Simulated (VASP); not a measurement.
# TlBr (Pm-3m) in VASP: single point with PBE

Aim: the single point of TlBr with PBE.

Program: VASP 6.6.1. These are calculated values, not measurements. Logs are shortened: lines on timing, memory, paths and dates and some standing lists are left out, and cuts for length are marked.

### 1 The cell of the first run

The structure is cubic, space group Pm-3m (No. 221). Conventional cell: a = 3.980 Å, b = 3.980 Å, c = 3.980 Å, α = 90.00°, β = 90.00°, γ = 90.00°. Within 4.5 Å of Tl (site symmetry m-3m) lie 8 Br at 3.45 Å and 6 Tl at 3.98 Å. Within 4.5 Å of Br (site symmetry m-3m) lie 8 Tl at 3.45 Å and 6 Br at 3.98 Å.

### 2 Single point, PBE

The input, INCAR:

```
SYSTEM = TlBr
  PREC = Accurate
  ENCUT = 500
  EDIFF = 1E-6
  ISMEAR = 0
  SIGMA = 0.01
  LREAL = .False.
  LASPH = .True.
  NELM = 120
  ALGO = Normal
  ISIF = 2
  LWAVE = .False.
  LCHARG = .True.
  GGA = PE
  LELF = .True.
  LVHAR = .True.
  NBANDS = 17
  GGA_COMPAT = .False.
```

The input, KPOINTS:

```
regular mesh
0
Gamma
  6 6 6
  0 0 0
```

The input, POSCAR:

```
TlBr
1.0
    3.9800000000      0.0000000000      0.0000000000
    0.0000000000      3.9800000000      0.0000000000
    0.0000000000      0.0000000000      3.9800000000
Tl Br
1 1
Direct
    0.0000000000      0.0000000000      0.0000000000
    0.5000000000      0.5000000000      0.5000000000
```

Potentials or basis: VASP PAW PBE potentials, release 64 (Tl_d, Br).

Run with:

```sh
cat potpaw_PBE.64/Tl_d/POTCAR potpaw_PBE.64/Br/POTCAR > POTCAR
mpirun -np 1 vasp_std > vasp.out
```

OUTCAR:

```text
SYSTEM = TlBr
   PREC = Accurate
   ENCUT = 500
   EDIFF = 1E-6
   ISMEAR = 0
   LREAL = .False.
   LASPH = .True.
   NELM = 120
   ISIF = 2
   GGA = PE

 ion  position               nearest neighbor table
   1  0.000  0.000  0.000-   2 3.45   2 3.45   2 3.45   2 3.45   2 3.45   2 3.45   2 3.45   2 3.45

   2  0.500  0.500  0.500-   1 3.45   1 3.45   1 3.45   1 3.45   1 3.45   1 3.45   1 3.45   1 3.45

  LATTYP: Found a simple cubic cell.
 ALAT       =     3.9800000000

  Lattice vectors:

 A1 = (   3.9800000000,   0.0000000000,   0.0000000000)
 A2 = (   0.0000000000,   3.9800000000,   0.0000000000)
 A3 = (   0.0000000000,   0.0000000000,   3.9800000000)

Analysis of symmetry for initial positions (statically):
=====================================================================
 Subroutine PRICEL returns:
 Original cell was already a primitive cell.

 Routine SETGRP: Setting up the symmetry group for a
 simple cubic supercell.

 Subroutine GETGRP returns: Found 48 space group operations
 (whereof 48 operations were pure point group operations)
 out of a pool of 48 trial point group operations.

The static configuration has the point symmetry O_h .

Analysis of symmetry for dynamics (positions and initial velocities):
=====================================================================
 Subroutine PRICEL returns:
 Original cell was already a primitive cell.

 Routine SETGRP: Setting up the symmetry group for a
 simple cubic supercell.

 Subroutine GETGRP returns: Found 48 space group operations
 (whereof 48 operations were pure point group operations)
 out of a pool of 48 trial point group operations.

The dynamic configuration has the point symmetry O_h .

 Subroutine INISYM returns: Found 48 space group operations
 (whereof 48 operations are pure point group operations),
 and found     1 'primitive' translations

----------------------------------------------------------------------------------------

                                     Primitive cell

  volume of cell :      63.0448

  direct lattice vectors                    reciprocal lattice vectors
     3.980000000  0.000000000  0.000000000     0.251256281  0.000000000  0.000000000
     0.000000000  3.980000000  0.000000000     0.000000000  0.251256281  0.000000000
     0.000000000  0.000000000  3.980000000     0.000000000  0.000000000  0.251256281

  length of vectors
     3.980000000  3.980000000  3.980000000     0.251256281  0.251256281  0.251256281

  position of ions in fractional coordinates (direct lattice)
     0.000000000  0.000000000  0.000000000
     0.500000000  0.500000000  0.500000000

  ion indices of the primitive-cell ions
   primitive index   ion index
                 1           1
                 2           2

----------------------------------------------------------------------------------------

 KPOINTS: regular mesh

Automatic generation of k-mesh.
 Grid dimensions read from file:
 generate k-points for:    6    6    6

 Generating k-lattice:

  Cartesian coordinates                     Fractional coordinates (reciprocal lattice)
     0.041876047  0.000000000  0.000000000     0.166666667  0.000000000  0.000000000
     0.000000000  0.041876047  0.000000000     0.000000000  0.166666667  0.000000000
     0.000000000  0.000000000  0.041876047     0.000000000  0.000000000  0.166666667

  Length of vectors
     0.041876047  0.041876047  0.041876047

  Shift w.r.t. Gamma in fractional coordinates (k-lattice)
     0.000000000  0.000000000  0.000000000

 Subroutine IBZKPT returns following result:
 ===========================================

 Found     20 irreducible k-points:

 Following reciprocal coordinates:
            Coordinates               Weight
  0.000000  0.000000  0.000000      1.000000
  0.166667  0.000000  0.000000      6.000000
  0.333333  0.000000  0.000000      6.000000
  0.500000  0.000000  0.000000      3.000000
  0.166667  0.166667  0.000000     12.000000
  0.333333  0.166667  0.000000     24.000000
[... 12 lines left out ...]
  0.500000  0.500000  0.333333      6.000000
  0.500000  0.500000  0.500000      1.000000
   k-points           NKPTS =     20   k-points in BZ     NKDIM =     20   number of bands    NBANDS=     17
   number of dos      NEDOS =    301   number of ions     NIONS =      2
   total plane-waves  NPLWV =  27000
   dimension x,y,z NGX =    30 NGY =   30 NGZ =   30
   dimension x,y,z NGXF=    60 NGYF=   60 NGZF=   60
   ions per type =               1   1
   NGX,Y,Z   is equivalent  to a cutoff of  12.53, 12.53, 12.53 a.u.
   NGXF,Y,Z  is equivalent  to a cutoff of  25.06, 25.06, 25.06 a.u.
 SYSTEM =  TlBr
   PREC   = accura    normal or accurate (medium, high low for compatibility)
   ISTART =      0    job   : 0-new  1-cont  2-samecut
   ICHARG =      2    charge: 1-file 2-atom 10-const
   ISPIN  =      1    spin polarized calculation?
   LNONCOLLINEAR =      F non collinear calculations
   LSORBIT =      F    spin-orbit coupling
   LASPH  =      T    aspherical Exc in radial PAW
   ENCUT  =  500.0 eV  36.75 Ry    6.06 a.u.   7.26  7.26  7.26*2*pi/ulx,y,z
   NELM   =    120;   NELMIN=  2; NELMDL= -5     # of ELM steps
   EDIFF  = 0.1E-05   stopping-criterion for ELM
   LREAL  =      F    real-space projection
   EDIFFG = 0.1E-04   stopping-criterion for IOM
   NSW    =      0    number of steps for IOM
   IBRION =     -1    ionic relax: 0-MD 1-quasi-New 2-CG
   NFREE  =      0    steps in history (QN), initial steepest desc. (CG)
   ISIF   =      2    stress and relaxation
   ISYM   =      2    0-nonsym 1-usesym 2-fastsym
   POTIM  = 0.5000    time-step for ionic-motion
   TEBEG  =    0.0;   TEEND  =   0.0 temperature during run
   PSTRESS=    0.0 pullay stress
   NELECT =      20.0000    total number of electrons
   NUPDOWN=      -1.0000    fix difference up-down
   EMIN   =  10.00;   EMAX   =-10.00  energy-range for DOS
   EFERMI =   0.00;   METHOD = LEGACY
   ISMEAR =     0;   SIGMA  =   0.01  broadening in eV -4-tet -1-fermi 0-gaus
   EFERMI_NEDOS =   21; number of points for ismear=-14 and -15
   IALGO  =     38    algorithm
   IMIX   =      4    mixing-type and parameters
     AMIX     =   0.40;   BMIX     =  1.00
     AMIX_MAG =   1.60;   BMIX_MAG =  1.00
  volume/ion in A,a.u.               =      31.52       212.72
  Fermi-wavevector in a.u.,A,eV,Ry     =   1.116525  2.109926 16.961403  1.246628
  Thomas-Fermi vector in A             =   2.253140
   LORBIT       =      0    0 simple, 1 ext, 2 COOP (PROOUT), +10 PAW based schemes
   GGA     = PE    functional components
   LHFCALC =     F    Hartree Fock is set to
   AEXX    =    0.0000 exact exchange contribution
   IVDW    =     0    specifies the selected vdW correction
   LEPSILON=     F    determine dielectric tensor
   LRPA    =     F    only Hartree local field effects (RPA)
 non-spin polarized calculation
 Gauss-broadening in eV      SIGMA  =   0.01
  energy-cutoff  :      500.00
  volume of cell :       63.04
 maximum number of plane-waves:      1628
 NGX is ok and might be reduce to    30
   NGX = 15   NGY = 15   NGZ = 15

 number of electron      20.0000005 magnetization

 Free energy of the ion-electron system (eV)
  ---------------------------------------------------
  ext. energy  EPLUGINS =         0.00000000
  ---------------------------------------------------
  free energy    TOTEN  =        -5.53216764 eV

  energy without entropy =       -5.53216764  energy(sigma->0) =       -5.53216764

 E-fermi :   2.4719     XC(G=0):  -8.9694

 val. band max:        2.3824777099   @ k =   0.5000   0.0000   0.0000
 cond. band min:       4.2437589664   @ k =   0.5000   0.0000   0.0000
 fundamental gap:      1.8612812565
 Fermi energy:         2.4718883634

 k-point     1 :       0.0000    0.0000    0.0000
  band No.  band energies     occupation
      1     -11.3517      2.00000
      2      -7.7223      2.00000
      3      -7.7223      2.00000
      4      -7.5457      2.00000
      5      -7.5457      2.00000
      6      -7.5457      2.00000
[... 9 lines left out ...]
     16      13.5406      0.00000
     17      15.8246      0.00000

 k-point     2 :       0.1667    0.0000    0.0000
  band No.  band energies     occupation
      1     -11.2954      2.00000
      2      -7.7197      2.00000
      3      -7.6894      2.00000
      4      -7.5610      2.00000
      5      -7.5610      2.00000
      6      -7.5444      2.00000
[... 9 lines left out ...]
     16      14.9116      0.00000
     17      15.4758      0.00000

 k-point     3 :       0.3333    0.0000    0.0000
  band No.  band energies     occupation
      1     -11.1772      2.00000
      2      -7.7146      2.00000
      3      -7.6257      2.00000
      4      -7.5911      2.00000
      5      -7.5911      2.00000
      6      -7.5417      2.00000
[... 9 lines left out ...]
     16      13.6295      0.00000
     17      15.8911      0.00000

 k-point     4 :       0.5000    0.0000    0.0000
  band No.  band energies     occupation
      1     -11.1150      2.00000
      2      -7.7120      2.00000
      3      -7.6060      2.00000
      4      -7.6060      2.00000
      5      -7.5954      2.00000
      6      -7.5403      2.00000
[... 9 lines left out ...]
     16      15.5907      0.00000
     17      15.9123      0.00000

 k-point     5 :       0.1667    0.1667    0.0000
  band No.  band energies     occupation
      1     -11.2454      2.00000
      2      -7.7026      2.00000
      3      -7.6699      2.00000
      4      -7.5702      2.00000
      5      -7.5612      2.00000
      6      -7.5565      2.00000
[... 9 lines left out ...]
     16      13.6996      0.00000
     17      14.4334      0.00000

 k-point     6 :       0.3333    0.1667    0.0000
  band No.  band energies     occupation
      1     -11.1413      2.00000
      2      -7.6925      2.00000
      3      -7.6087      2.00000
      4      -7.5877      2.00000
      5      -7.5865      2.00000
      6      -7.5545      2.00000
[... 9 lines left out ...]
     16      13.9995      0.00000
     17      14.2085      0.00000

 k-point     7 :       0.5000    0.1667    0.0000
  band No.  band energies     occupation
      1     -11.0871      2.00000
      2      -7.6892      2.00000
      3      -7.6018      2.00000
      4      -7.5940      2.00000
      5      -7.5769      2.00000
      6      -7.5526      2.00000
[... 9 lines left out ...]
     16      14.5311      0.00000
     17      14.8869      0.00000

 k-point     8 :       0.3333    0.3333    0.0000
  band No.  band energies     occupation
      1     -11.0680      2.00000
      2      -7.6667      2.00000
      3      -7.5828      2.00000
      4      -7.5782      2.00000
      5      -7.5742      2.00000
      6      -7.5561      2.00000
[... 9 lines left out ...]
     16      13.2775      0.00000
     17      14.7744      0.00000
[... 123 lines left out ...]
      1     -10.9903      2.00000
      2      -7.6261      2.00000
      3      -7.6208      2.00000
      4      -7.5978      2.00000
      5      -7.5677      2.00000
      6      -7.5227      2.00000
[... 9 lines left out ...]
     16      13.2349      0.00000
     17      15.9978      0.00000

 k-point    16 :       0.5000    0.5000    0.1667
  band No.  band energies     occupation
      1     -10.9571      2.00000
      2      -7.6125      2.00000
      3      -7.6125      2.00000
      4      -7.6100      2.00000
      5      -7.5798      2.00000
      6      -7.4934      2.00000
[... 9 lines left out ...]
     16      13.6150      0.00000
     17      15.2293      0.00000

 k-point    17 :       0.3333    0.3333    0.3333
  band No.  band energies     occupation
      1     -10.9484      2.00000
      2      -7.6412      2.00000
      3      -7.6412      2.00000
      4      -7.5795      2.00000
      5      -7.5510      2.00000
      6      -7.5510      2.00000
[... 9 lines left out ...]
     16      13.4516      0.00000
     17      17.3643      0.00000

 k-point    18 :       0.5000    0.3333    0.3333
  band No.  band energies     occupation
      1     -10.9067      2.00000
      2      -7.6612      2.00000
      3      -7.6384      2.00000
      4      -7.6045      2.00000
      5      -7.5497      2.00000
      6      -7.5131      2.00000
[... 9 lines left out ...]
     16      14.2078      0.00000
     17      18.2932      0.00000

 k-point    19 :       0.5000    0.5000    0.3333
  band No.  band energies     occupation
      1     -10.8634      2.00000
      2      -7.6581      2.00000
      3      -7.6581      2.00000
      4      -7.6451      2.00000
      5      -7.5307      2.00000
      6      -7.4919      2.00000
[... 9 lines left out ...]
     16      14.7081      0.00000
     17      18.6615      0.00000

 k-point    20 :       0.5000    0.5000    0.5000
  band No.  band energies     occupation
      1     -10.8141      2.00000
      2      -7.6803      2.00000
      3      -7.6803      2.00000
      4      -7.6803      2.00000
      5      -7.4912      2.00000
      6      -7.4912      2.00000
[... 9 lines left out ...]
     16      15.2066      0.00000
     17      18.6227      0.00000

------------------------ aborting loop because EDIFF is reached ----------------------------------------

  FORCE on cell =-STRESS in cart. coord.  units (eV):
  Direction    XX          YY          ZZ          XY          YZ          ZX
  --------------------------------------------------------------------------------------
  -------------------------------------------------------------------------------------
  Total        0.4742611      0.4742611      0.4742611      0.0000000      0.0000000     -0.0000000
  in kB       12.0525482     12.0525482     12.0525482      0.0000000      0.0000000     -0.0000000
  external PRESSURE =      12.0525482 kB  Pullay stress =       0.0000000 kB

 VOLUME and BASIS-vectors are now :
 -----------------------------------------------------------------------------
  energy-cutoff  :      500.00
  volume of cell :       63.04
      direct lattice vectors                 reciprocal lattice vectors
     3.980000000  0.000000000  0.000000000     0.251256281  0.000000000  0.000000000
     0.000000000  3.980000000  0.000000000     0.000000000  0.251256281  0.000000000
     0.000000000  0.000000000  3.980000000     0.000000000  0.000000000  0.251256281

 POSITION                                       TOTAL-FORCE (eV/Angst)
 -----------------------------------------------------------------------------------
      0.00000      0.00000      0.00000         0.000000      0.000000      0.000000
      1.99000      1.99000      1.99000         0.000000      0.000000      0.000000
 -----------------------------------------------------------------------------------
    total drift:                                0.000000     -0.000000     -0.000000

  FREE ENERGIE OF THE ION-ELECTRON SYSTEM (eV)
  ---------------------------------------------------
  free  energy   TOTEN  =        -5.5321676442 eV

  energy  without entropy=       -5.5321676442  energy(sigma->0) =       -5.53216764
```

It took 8.5 s on 1 thread of Intel Xeon 6975P-C (Granite Rapids), shared host; peak memory 0.17 GiB.

What came out:

- Free energy: -5.5322 eV
- Pressure: 1.2 GPa
- Band gap on the k mesh: 1.86 eV

Caveat: spin-orbit coupling is left out, which moves the levels of the heavy elements. PBE gaps usually lie below the measured ones, often by a third to a half.
